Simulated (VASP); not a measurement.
MgS: single point with r2SCAN

Crystal: MgS.

```xyz
4
Lattice="4.0346 0.0202 0.0000 -1.9998 3.4840 0.0000 0.0000 0.0000 6.4323" Properties=species:S:1:pos:R:3 pbc="T T T"
Mg    2.0231    1.1748    3.1888
Mg    0.0116    2.3294    6.4050
S     0.0116    2.3294    2.4394
S     2.0231    1.1748    5.6556
```

```yaml
Program: VASP 6.6.1
Task: single point
Functional: r2SCAN
Potentials_or_basis: VASP PAW PBE potentials, release 64 (Mg, S)
Cutoff: 660 eV
k_mesh: 6 × 6 × 4
Occupations: gaussian, width 0.02 eV
Spin: no spin polarisation
```

```json
{"Pressure": "-0.2 GPa", "Largest force": "0.085 eV/Å", "Band gap on the k mesh": "4.10 eV"}
```

Forces on the atoms (eV/Å):
```
Mg   0.052 -0.001  0.056
Mg  -0.052  0.001  0.056
S   -0.063  0.001 -0.056
S    0.063 -0.001 -0.056
```

Stress tensor (GPa, compression positive):
```
-0.19 -0.42  0.00
-0.42 -0.20  0.00
 0.00  0.00 -0.35
```

Levels at points of the mesh, in eV from the valence-band top:
```csv
k point,band 5,band 6,band 7,band 8,band 9,band 10,band 11,band 12
"(0.00, 0.00, 0.00)",-0.58,-0.18,-0.15,0.00,4.10,5.34,8.02,8.13
"(0.50, 0.00, 0.00)",-1.92,-1.24,-0.93,-0.46,5.29,5.70,6.45,8.11
"(0.00, 0.50, 0.00)",-1.90,-1.28,-0.93,-0.49,5.24,5.69,6.43,8.06
"(0.50, 0.50, 0.00)",-1.88,-1.31,-0.94,-0.51,5.20,5.68,6.40,8.00
"(0.00, 0.00, 0.50)",-0.40,-0.40,-0.37,-0.37,5.57,5.57,8.16,8.16
"(0.50, 0.00, 0.50)",-0.89,-0.89,-0.82,-0.82,5.18,5.18,6.91,6.91
"(0.00, 0.50, 0.50)",-0.92,-0.92,-0.82,-0.82,5.16,5.16,6.90,6.90
"(0.50, 0.50, 0.50)",-0.95,-0.95,-0.81,-0.81,5.14,5.14,6.89,6.89
```

Run time: 8.4 min on 1 thread of Intel Xeon 8259CL, with other jobs on the host, peak memory 0.35 GiB.

Caveat: the PAW data sets were made with another functional, which shifts forces and pressure a little.
